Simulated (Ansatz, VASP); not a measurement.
Two plane-wave programs on WS2

The input INCAR:

```
  PREC = Accurate
  ENCUT = 520
  EDIFF = 1E-8
  ISMEAR = -1
  SIGMA = 0.03
  LREAL = False
  LASPH = True
  NELM = 80
  ALGO = Normal
  ISIF = 2
  LWAVE = False
  LCHARG = False
  GGA = PS
  LEFG = True
  NBANDS = 20
```

KPOINTS

```
regular mesh
0
Gamma
  15 15 15
```

POSCAR

```
WS2
1.0
    1.5790003843      0.9116362969      6.2249633000
   -1.5790003843      0.9116362969      6.2249633000
    0.0000000000     -1.8232725938      6.2249633000
W S
1 2
Direct
    0.0000000000      0.0000000000      0.0000000000
    0.7503000000      0.7503000000      0.7503000000
    0.5810000000      0.5810000000      0.5810000000
```

Input for Ansatz:

```yaml
crystal:
  lattice:
    - [1.5790003843, 0.9116362969, 6.2249633]
    - [-1.5790003843, 0.9116362969, 6.2249633]
    - [0.0, -1.8232725938, 6.2249633]
  atoms:
    - { symbol: W, position: [0.0, 0.0, 0.0] }
    - { symbol: S, position: [0.7503, 0.7503, 0.7503] }
    - { symbol: S, position: [0.581, 0.581, 0.581] }
kpoints:
  mp_grid: { grid: [15, 15, 15] }
scf:
  occupations: { method: fermi_dirac, width: 0.03 }
hamiltonian:
  xc: pbesol
  pseudopotentials: { kind: paw }
output:
  forces: true
  stress: true
  eigenvalues: true
  efg: { contact_densities: true }
  write_density: true
  write_potential: true
  elf: true
  volumetric_format: npy
```

Change from the starting cell: zz strain of +1 %, PAW files.

Alike in both runs: task electric field gradients; functional PBEsol; k mesh 15 × 15 × 15; occupations fermi-dirac, width 0.03 eV; no spin polarisation.

```csv
,VASP,Ansatz
version,VASP 6.6.1,Ansatz 0.2.0
potentials or method,"VASP PAW PBE potentials, release 64 (W_sv, S)","PAW with Ansatz's default frozen-core files, scalar-relativistic"
plane-wave cutoff (eV),520,420
valence electrons in the cell,26,26
```

```csv
,VASP,Ansatz,Ansatz less VASP
pressure (GPa),-2.2,-2.3,-0.11
"traceless stress, the component that is largest in VASP (GPa)",-0.58,-0.61,-0.025
rms of the force components (eV/Å),0.291,0.296,+0.0048
size of Vzz on the site where it differs most (V/Å²),147.0,164.2,+17.15
```

VASP's potentials were made for PBE, not for PBEsol. Atom by atom the forces differ by 0.010 eV/Å (rms over components).

Spin-orbit coupling is off throughout.
